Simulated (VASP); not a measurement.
A run of VASP 6.6.1:

File INCAR:

```
SYSTEM = ZrAl3B3N
  ALGO = Normal
  EDIFF = 1E-7
  ENCUT = 520
  GGA = PE
  ISIF = 2
  ISMEAR = 0
  LASPH = .TRUE.
  LCHARG = .FALSE.
  LREAL = .FALSE.
  LWAVE = .FALSE.
  NBANDS = 28
  NELM = 60
  PREC = Accurate
  SIGMA = 0.15
```

KPOINTS

```
k-points
0
G
  3 3 2
  0 0 0
```

POSCAR

```
ZrAl3B3N
1.0
    4.4028871429      0.0000000000      0.0000000000
    0.0000000000      4.4028871429      0.0000000000
    0.0000000000      0.0000000000      8.6759945086
Zr Al B N
1 3 3 1
Direct
    0.5000000000      0.5000000000      0.5000000000
    0.0000000000      0.5000000000      0.0000000000
    0.5000000000      0.0000000000      0.0000000000
    0.5000000000      0.5000000000      0.0000000000
    0.5000000000      0.5000000000      0.7688570488
    0.5000000000      0.5000000000      0.2311429512
    0.0000000000      0.0000000000      0.5000000000
    0.0000000000      0.0000000000      0.0000000000
```

Potentials or basis: VASP PAW PBE potentials, release 64 (Zr_sv, Al, B, N).

Command:

```bash
$ cat potpaw_PBE.64/Zr_sv/POTCAR potpaw_PBE.64/Al/POTCAR potpaw_PBE.64/B/POTCAR potpaw_PBE.64/N/POTCAR > POTCAR
$ mpirun -np 1 vasp_std > vasp.out
```

Hardware: 1 thread of AMD EPYC 7R13 Processor (Zen 3) (shared host).

Problem. How long does it take, and how much memory?

Solution. It took 38 s on 1 thread of AMD EPYC 7R13 Processor (Zen 3) (shared host), peak memory 0.26 GiB. Counts: scf iterations 19, k points 6.
